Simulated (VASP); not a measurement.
# SiC in VASP: settings compared

Aim: see how the results for SiC move with the level of theory and the settings. Levels: PBE, r2SCAN. Tasks: single point.

Everything below comes from runs of VASP 6.6.1. Logs are shortened: lines on timing, memory, paths and dates and some standing lists are left out, and cuts for length are marked.

**1. The cell of the first run**

The structure is cubic, space group F-43m (No. 216). The conventional cell has a = 4.500 Å, b = 4.500 Å, c = 4.500 Å, α = 90.00°, β = 90.00°, γ = 90.00°. Si (site symmetry -43m) has 4 C at 1.95 Å within 2.6 Å. C (site symmetry -43m) has 4 Si at 1.95 Å within 2.6 Å.

**2. Single point, PBE (strain +3.3%)**

The input, INCAR:

```
SYSTEM = SiC
PREC = Accurate
ENCUT = 520
EDIFF = 1E-6
ISMEAR = -1
SIGMA = 0.02
LREAL = .False.
LASPH = .True.
NELM = 60
ALGO = Normal
ISIF = 2
LWAVE = .False.
LCHARG = .False.
GGA = PE
NBANDS = 11
```

The input, KPOINTS:

```
Automatic mesh
0
Gamma
  10 10 10
  0 0 0
```

The input, POSCAR:

```
SiC
1.0
    0.0000000000      2.2501458830      2.2501458830
    2.2501458830      0.0000000000      2.2501458830
    2.2501458830      2.2501458830      0.0000000000
Si C
1 1
Direct
    0.0000000000      0.0000000000      0.0000000000
    0.2500000000      0.2500000000      0.2500000000
```

Potentials or basis: VASP PAW PBE potentials, release 64 (Si, C).

Command:

```console
$ cat potpaw_PBE.64/Si/POTCAR potpaw_PBE.64/C/POTCAR > POTCAR
$ mpirun -np 1 vasp_std > vasp.out
```

OUTCAR:

```text
SYSTEM = SiC
   PREC = Accurate
   ENCUT = 520
   EDIFF = 1E-6
   ISMEAR = -1
   LREAL = .False.
   LASPH = .True.
   NELM = 60
   ISIF = 2
   GGA = PE

 ion  position               nearest neighbor table
   1  0.000  0.000  0.000-   2 1.95   2 1.95   2 1.95   2 1.95
   2  0.250  0.250  0.250-   1 1.95   1 1.95   1 1.95   1 1.95

  LATTYP: Found a face centered cubic cell.
 ALAT       =     4.5002917660

  Lattice vectors:

 A1 = (   0.0000000000,   2.2501458830,   2.2501458830)
 A2 = (   2.2501458830,   0.0000000000,   2.2501458830)
 A3 = (   2.2501458830,   2.2501458830,   0.0000000000)

Analysis of symmetry for initial positions (statically):
=====================================================================
 Subroutine PRICEL returns:
 Original cell was already a primitive cell.

 Routine SETGRP: Setting up the symmetry group for a
 face centered cubic supercell.

 Subroutine GETGRP returns: Found 24 space group operations
 (whereof 24 operations were pure point group operations)
 out of a pool of 48 trial point group operations.

The static configuration has the point symmetry T_d .

Analysis of symmetry for dynamics (positions and initial velocities):
=====================================================================
 Subroutine PRICEL returns:
 Original cell was already a primitive cell.

 Routine SETGRP: Setting up the symmetry group for a
 face centered cubic supercell.

 Subroutine GETGRP returns: Found 24 space group operations
 (whereof 24 operations were pure point group operations)
 out of a pool of 48 trial point group operations.

The dynamic configuration has the point symmetry T_d .

 Subroutine INISYM returns: Found 24 space group operations
 (whereof 24 operations are pure point group operations),
 and found     1 'primitive' translations

----------------------------------------------------------------------------------------

                                     Primitive cell

  volume of cell :      22.7857

  direct lattice vectors                    reciprocal lattice vectors
     0.000000000  2.250145883  2.250145883    -0.222207815  0.222207815  0.222207815
     2.250145883  0.000000000  2.250145883     0.222207815 -0.222207815  0.222207815
     2.250145883  2.250145883  0.000000000     0.222207815  0.222207815 -0.222207815

  length of vectors
     3.182186825  3.182186825  3.182186825     0.384875225  0.384875225  0.384875225

  position of ions in fractional coordinates (direct lattice)
     0.000000000  0.000000000  0.000000000
     0.250000000  0.250000000  0.250000000

  ion indices of the primitive-cell ions
   primitive index   ion index
                 1           1
                 2           2

----------------------------------------------------------------------------------------

 KPOINTS: Automatic mesh

Automatic generation of k-mesh.
 Grid dimensions read from file:
 generate k-points for:   10   10   10

 Generating k-lattice:

  Cartesian coordinates                     Fractional coordinates (reciprocal lattice)
    -0.022220781  0.022220781  0.022220781     0.100000000  0.000000000  0.000000000
     0.022220781 -0.022220781  0.022220781     0.000000000  0.100000000  0.000000000
     0.022220781  0.022220781 -0.022220781     0.000000000  0.000000000  0.100000000

  Length of vectors
     0.038487523  0.038487523  0.038487523

  Shift w.r.t. Gamma in fractional coordinates (k-lattice)
     0.000000000  0.000000000  0.000000000

 Subroutine IBZKPT returns following result:
 ===========================================

 Found     47 irreducible k-points:

 Following reciprocal coordinates:
            Coordinates               Weight
  0.000000  0.000000  0.000000      1.000000
  0.100000  0.000000  0.000000      8.000000
  0.200000  0.000000  0.000000      8.000000
  0.300000  0.000000  0.000000      8.000000
  0.400000  0.000000  0.000000      8.000000
  0.500000  0.000000  0.000000      4.000000
[... 16 lines left out ...]
  0.300000  0.300000  0.000000      6.000000
  0.400000  0.300000  0.000000     24.000000
 [... further k-points ...]
   k-points           NKPTS =     47   k-points in BZ     NKDIM =     47   number of bands    NBANDS=     11
   number of dos      NEDOS =    301   number of ions     NIONS =      2
   total plane-waves  NPLWV =  13824
   dimension x,y,z NGX =    24 NGY =   24 NGZ =   24
   dimension x,y,z NGXF=    48 NGYF=   48 NGZF=   48
   ions per type =               1   1
   NGX,Y,Z   is equivalent  to a cutoff of  12.54, 12.54, 12.54 a.u.
   NGXF,Y,Z  is equivalent  to a cutoff of  25.08, 25.08, 25.08 a.u.
 SYSTEM =  SiC
   PREC   = accura    normal or accurate (medium, high low for compatibility)
   ISTART =      0    job   : 0-new  1-cont  2-samecut
   ICHARG =      2    charge: 1-file 2-atom 10-const
   ISPIN  =      1    spin polarized calculation?
   LNONCOLLINEAR =      F non collinear calculations
   LSORBIT =      F    spin-orbit coupling
   LASPH  =      T    aspherical Exc in radial PAW
   ENCUT  =  520.0 eV  38.22 Ry    6.18 a.u.   5.92  5.92  5.92*2*pi/ulx,y,z
   NELM   =     60;   NELMIN=  2; NELMDL= -5     # of ELM steps
   EDIFF  = 0.1E-05   stopping-criterion for ELM
   LREAL  =      F    real-space projection
   EDIFFG = 0.1E-04   stopping-criterion for IOM
   NSW    =      0    number of steps for IOM
   IBRION =     -1    ionic relax: 0-MD 1-quasi-New 2-CG
   NFREE  =      0    steps in history (QN), initial steepest desc. (CG)
   ISIF   =      2    stress and relaxation
   ISYM   =      2    0-nonsym 1-usesym 2-fastsym
   POTIM  = 0.5000    time-step for ionic-motion
   TEBEG  =    0.0;   TEEND  =   0.0 temperature during run
   PSTRESS=    0.0 pullay stress
   NELECT =       8.0000    total number of electrons
   NUPDOWN=      -1.0000    fix difference up-down
   EMIN   =  10.00;   EMAX   =-10.00  energy-range for DOS
   EFERMI =   0.00;   METHOD = LEGACY
   ISMEAR =    -1;   SIGMA  =   0.02  broadening in eV -4-tet -1-fermi 0-gaus
   EFERMI_NEDOS =   21; number of points for ismear=-14 and -15
   IALGO  =     38    algorithm
   IMIX   =      4    mixing-type and parameters
     AMIX     =   0.40;   BMIX     =  1.00
     AMIX_MAG =   1.60;   BMIX_MAG =  1.00
  volume/ion in A,a.u.               =      11.39        76.88
  Fermi-wavevector in a.u.,A,eV,Ry     =   1.154917  2.182477 18.147907  1.333834
  Thomas-Fermi vector in A             =   2.291550
   LORBIT       =      0    0 simple, 1 ext, 2 COOP (PROOUT), +10 PAW based schemes
   GGA     = PE    functional components
[... 5 lines left out ...]
 non-spin polarized calculation
  energy-cutoff  :      520.00
  volume of cell :       22.79
 maximum number of plane-waves:       636
   NGX = 11   NGY = 11   NGZ = 11

 number of electron       7.9999999 magnetization

 Free energy of the ion-electron system (eV)
  ---------------------------------------------------
  ext. energy  EPLUGINS =         0.00000000
  ---------------------------------------------------
  free energy    TOTEN  =       -14.97322508 eV

  energy without entropy =      -14.97322508  energy(sigma->0) =      -14.97322508

 E-fermi :   7.4656     XC(G=0): -10.9400

 val. band max:        7.0609474027   @ k =   0.0000   0.0000   0.0000
 cond. band min:       8.5001691148   @ k =   0.5000   0.5000   0.0000
 fundamental gap:      1.4392217120
 Fermi energy:         7.4656415437

 k-point     1 :       0.0000    0.0000    0.0000
  band No.  band energies     occupation
      1      -7.6062      2.00000
      2       7.0609      2.00000
      3       7.0609      2.00000
      4       7.0609      2.00000
      5      12.1755      0.00000
      6      13.7305      0.00000
      7      13.7305      0.00000
      8      13.7305      0.00000
      9      21.0211      0.00000
     10      21.0211      0.00000
     11      22.1021      0.00000

 k-point     2 :       0.1000    0.0000    0.0000
  band No.  band energies     occupation
      1      -7.4254      2.00000
      2       6.0595      2.00000
      3       6.9301      2.00000
      4       6.9301      2.00000
      5      12.5523      0.00000
      6      13.9071      0.00000
      7      13.9601      0.00000
      8      13.9601      0.00000
      9      20.1531      0.00000
     10      20.1531      0.00000
     11      22.4276      0.00000

 k-point     3 :       0.2000    0.0000    0.0000
  band No.  band energies     occupation
      1      -6.8923      2.00000
      2       4.0279      2.00000
      3       6.6305      2.00000
      4       6.6305      2.00000
      5      12.4082      0.00000
      6      14.3349      0.00000
      7      14.3349      0.00000
      8      14.9846      0.00000
      9      19.5147      0.00000
     10      19.5147      0.00000
     11      21.6972      0.00000

 k-point     4 :       0.3000    0.0000    0.0000
  band No.  band energies     occupation
      1      -6.0444      2.00000
      2       1.8560      2.00000
      3       6.3224      2.00000
      4       6.3224      2.00000
      5      12.0152      0.00000
      6      14.3134      0.00000
      7      14.3134      0.00000
      8      16.0557      0.00000
      9      20.1848      0.00000
     10      20.1848      0.00000
     11      21.3113      0.00000

 k-point     5 :       0.4000    0.0000    0.0000
  band No.  band energies     occupation
      1      -5.0135      2.00000
      2      -0.0378      2.00000
      3       6.1089      2.00000
      4       6.1089      2.00000
      5      11.7394      0.00000
      6      14.0383      0.00000
      7      14.0383      0.00000
      8      16.5113      0.00000
      9      21.7409      0.00000
     10      21.8967      0.00000
     11      21.8967      0.00000
[... 211 lines left out ...]
 k-point    21 :      -0.3000    0.2000    0.0000
  band No.  band energies     occupation
      1      -4.7970      2.00000
      2       0.9145      2.00000
      3       3.4535      2.00000
      4       5.9279      2.00000
      5      12.2878      0.00000
      6      14.5573      0.00000
      7      15.2521      0.00000
      8      16.4679      0.00000
      9      19.2558      0.00000
     10      21.5268      0.00000
     11      24.9943      0.00000

 k-point    22 :      -0.2000    0.2000    0.0000
  band No.  band energies     occupation
      1      -5.7583      2.00000
      2       2.3986      2.00000
      3       4.0303      2.00000
      4       6.4169      2.00000
      5      13.0953      0.00000
      6      14.2802      0.00000
      7      14.8229      0.00000
      8      15.4709      0.00000
      9      18.2156      0.00000
     10      21.5559      0.00000
     11      25.0372      0.00000

 k-point    23 :       0.3000    0.3000    0.0000
  band No.  band energies     occupation
      1      -5.5090      2.00000
      2       2.7229      2.00000
      3       4.8361      2.00000
      4       4.8361      2.00000
      5      10.0720      0.00000
      6      12.2996      0.00000
      7      17.6779      0.00000
      8      17.6779      0.00000
      9      18.4122      0.00000
     10      23.4285      0.00000
     11      27.2202      0.00000

 k-point    24 :       0.4000    0.3000    0.0000
  band No.  band energies     occupation
      1      -4.7144      2.00000
      2       1.5808      2.00000
      3       4.1027      2.00000
      4       4.5881      2.00000
      5       9.8524      0.00000
      6      12.2893      0.00000
      7      17.6884      0.00000
      8      18.0995      0.00000
      9      19.7461      0.00000
     10      24.2774      0.00000
     11      26.8053      0.00000

 [... further k-points ...]

------------------------ aborting loop because EDIFF is reached ----------------------------------------

  FORCE on cell =-STRESS in cart. coord.  units (eV):
  Direction    XX          YY          ZZ          XY          YZ          ZX
  --------------------------------------------------------------------------------------
  -------------------------------------------------------------------------------------
  Total       -2.0983362     -2.0983362     -2.0983362      0.0000000      0.0000000     -0.0000000
  in kB     -147.5447065   -147.5447065   -147.5447065      0.0000000      0.0000000     -0.0000000
  external PRESSURE =    -147.5447065 kB  Pullay stress =       0.0000000 kB

 VOLUME and BASIS-vectors are now :
 -----------------------------------------------------------------------------
  energy-cutoff  :      520.00
  volume of cell :       22.79
      direct lattice vectors                 reciprocal lattice vectors
     0.000000000  2.250145883  2.250145883    -0.222207815  0.222207815  0.222207815
     2.250145883  0.000000000  2.250145883     0.222207815 -0.222207815  0.222207815
     2.250145883  2.250145883  0.000000000     0.222207815  0.222207815 -0.222207815

 POSITION                                       TOTAL-FORCE (eV/Angst)
 -----------------------------------------------------------------------------------
      0.00000      0.00000      0.00000         0.000000      0.000000      0.000000
      1.12507      1.12507      1.12507        -0.000000     -0.000000     -0.000000
 -----------------------------------------------------------------------------------
    total drift:                                0.000000      0.000000      0.000000

  FREE ENERGIE OF THE ION-ELECTRON SYSTEM (eV)
  ---------------------------------------------------
  free  energy   TOTEN  =       -14.9732250754 eV

  energy  without entropy=      -14.9732250754  energy(sigma->0) =      -14.97322508
```

Wall time 3.9 s (1 thread of Intel Xeon 6975P-C (Granite Rapids), shared host); peak memory 0.13 GiB.

Results:

| Property | Result |
| --- | --- |
| Free energy | -14.9732 eV |
| Pressure | -14.8 GPa |
| Band gap on the k mesh | 1.44 eV, indirect (least direct gap 4.44 eV) |

Caveat: the cell differs from its parent crystal (strain +3.3%). A k mesh can miss the band edges.

[end of part 1 of 3]
